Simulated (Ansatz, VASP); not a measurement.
# Y2Tl: VASP beside Ansatz

```
CELL_PARAMETERS angstrom
5.41650 0.00000 0.00000
-2.70825 4.69083 0.00000
0.00000 0.00000 6.74826
ATOMIC_POSITIONS crystal
Y 0.33333 0.66667 0.75000
Y 0.66667 0.33333 0.25000
Y 0.00000 0.00000 0.00000
Y 0.00000 0.00000 0.50000
Tl 0.33333 0.66667 0.25000
Tl 0.66667 0.33333 0.75000
```

Alike in both runs: functional PBE; k mesh 7 × 7 × 5; occupations methfessel-paxton of order 1, width 0.0805 eV; no spin polarisation.

Ansatz relaxed the structure, and its values are those at the end. VASP's run is a single point on that final structure, the one shown.

```csv
,VASP,Ansatz
version,VASP 6.6.1,Ansatz 0.2.0
potentials or method,"VASP PAW PBE potentials, release 64 (Y_sv, Tl_d), cutoff 520 eV",PAW plane waves
valence electrons in the cell,70,70
```

Ansatz gave:

```
pressure (GPa) : 0.2
```

Q: What did VASP give for the same quantities?

A: Pressure (GPa): 0.1.

Ansatz's warnings: stress scf threshold loose, structure snapped to symmetry.

Neither program's run includes spin-orbit coupling.
